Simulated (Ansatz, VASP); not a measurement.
# One calculation of Nb, two programs

File INCAR:

```
SYSTEM = Nb
  PREC = Accurate
  ENCUT = 520
  EDIFF = 1E-7
  ISMEAR = 1
  SIGMA = 0.1
  LREAL = Auto
  LASPH = .True.
  NELM = 80
  ALGO = Normal
  ISIF = 2
  LWAVE = .False.
  LCHARG = .True.
  GGA = PS
  LELF = .True.
  LVHAR = .True.
  NBANDS = 230
```

The input KPOINTS:

```
regular mesh
0
Gamma
  2 2 2
  0 0 0
```

The input POSCAR:

```
Nb
1.0
    0.0000000000      6.6171497896      6.6171497896
    6.6171497896      0.0000000000      6.6171497896
    6.6171497896      6.6171497896      0.0000000000
Nb
32
Direct
    0.0000000000      0.0000000000      0.0000000000
    0.1250000000      0.1250000000      0.1250000000
    0.2500000000      0.2500000000      0.2500000000
    0.3750000000      0.3750000000      0.3750000000
    0.0000000000      0.0000000000      0.5000000000
    0.1250000000      0.1250000000      0.6250000000
    0.2500000000      0.2500000000      0.7500000000
    0.3750000000      0.3750000000      0.8750000000
    0.0000000000      0.5000000000      0.0000000000
    0.1250000000      0.6250000000      0.1250000000
    0.2500000000      0.7500000000      0.2500000000
    0.3750000000      0.8750000000      0.3750000000
    0.0000000000      0.5000000000      0.5000000000
    0.1250000000      0.6250000000      0.6250000000
    0.2500000000      0.7500000000      0.7500000000
    0.3750000000      0.8750000000      0.8750000000
    0.5000000000      0.0000000000      0.0000000000
    0.6250000000      0.1250000000      0.1250000000
    0.7500000000      0.2500000000      0.2500000000
    0.8750000000      0.3750000000      0.3750000000
    0.5000000000      0.0000000000      0.5000000000
    0.6250000000      0.1250000000      0.6250000000
    0.7500000000      0.2500000000      0.7500000000
    0.8750000000      0.3750000000      0.8750000000
    0.5000000000      0.5000000000      0.0000000000
    0.6250000000      0.6250000000      0.1250000000
    0.7500000000      0.7500000000      0.2500000000
    0.8750000000      0.8750000000      0.3750000000
    0.5000000000      0.5000000000      0.5000000000
    0.6250000000      0.6250000000      0.6250000000
    0.7500000000      0.7500000000      0.7500000000
    0.8750000000      0.8750000000      0.8750000000
```

Input for Ansatz:

```yaml
crystal:
  lattice:
    - [0.0, 6.6171497896, 6.6171497896]
    - [6.6171497896, 0.0, 6.6171497896]
    - [6.6171497896, 6.6171497896, 0.0]
  atoms:
    - { symbol: Nb, position: [0.0, 0.0, 0.0] }
    - { symbol: Nb, position: [0.125, 0.125, 0.125] }
    - { symbol: Nb, position: [0.25, 0.25, 0.25] }
    - { symbol: Nb, position: [0.375, 0.375, 0.375] }
    - { symbol: Nb, position: [0.0, 0.0, 0.5] }
    - { symbol: Nb, position: [0.125, 0.125, 0.625] }
    - { symbol: Nb, position: [0.25, 0.25, 0.75] }
    - { symbol: Nb, position: [0.375, 0.375, 0.875] }
    - { symbol: Nb, position: [0.0, 0.5, 0.0] }
    - { symbol: Nb, position: [0.125, 0.625, 0.125] }
    - { symbol: Nb, position: [0.25, 0.75, 0.25] }
    - { symbol: Nb, position: [0.375, 0.875, 0.375] }
    - { symbol: Nb, position: [0.0, 0.5, 0.5] }
    - { symbol: Nb, position: [0.125, 0.625, 0.625] }
    - { symbol: Nb, position: [0.25, 0.75, 0.75] }
    - { symbol: Nb, position: [0.375, 0.875, 0.875] }
    - { symbol: Nb, position: [0.5, 0.0, 0.0] }
    - { symbol: Nb, position: [0.625, 0.125, 0.125] }
    - { symbol: Nb, position: [0.75, 0.25, 0.25] }
    - { symbol: Nb, position: [0.875, 0.375, 0.375] }
    - { symbol: Nb, position: [0.5, 0.0, 0.5] }
    - { symbol: Nb, position: [0.625, 0.125, 0.625] }
    - { symbol: Nb, position: [0.75, 0.25, 0.75] }
    - { symbol: Nb, position: [0.875, 0.375, 0.875] }
    - { symbol: Nb, position: [0.5, 0.5, 0.0] }
    - { symbol: Nb, position: [0.625, 0.625, 0.125] }
    - { symbol: Nb, position: [0.75, 0.75, 0.25] }
    - { symbol: Nb, position: [0.875, 0.875, 0.375] }
    - { symbol: Nb, position: [0.5, 0.5, 0.5] }
    - { symbol: Nb, position: [0.625, 0.625, 0.625] }
    - { symbol: Nb, position: [0.75, 0.75, 0.75] }
    - { symbol: Nb, position: [0.875, 0.875, 0.875] }
basis:
  ecutwfc: 420
  xc_grid: 2
hamiltonian:
  xc: pbesol
  pseudopotentials: { kind: paw, azcp: { folder: soft_1 } }
kpoints:
  mp_grid: { grid: [2, 2, 2] }
scf:
  occupations: { method: methfessel_paxton, width: 0.1 }
  max_iter: 120
output:
  forces: true
  stress: true
```

Alike in both runs: task single point; functional PBEsol; k mesh 2 × 2 × 2; occupations methfessel-paxton of order 1, width 0.1 eV; no spin polarisation.

|  | VASP | Ansatz |
| --- | --- | --- |
| version | VASP 6.6.1 | Ansatz 0.2.0 |
| potentials or method | VASP PAW PBE potentials, release 64 (Nb_sv), cutoff 520 eV | plane-wave PAW DFT |
| valence electrons in the cell | 416 | 416 |

|  | VASP | Ansatz | Ansatz less VASP |
| --- | --- | --- | --- |
| pressure (GPa) | -6.5 | -6.2 | +0.30 |

VASP's potentials were made for PBE, not for PBEsol, and Ansatz warns of the same on its side. The functional is the same, so the differences come from potentials, cutoffs and numerics.

The k mesh is coarse, so the values compare programs but aren't converged.
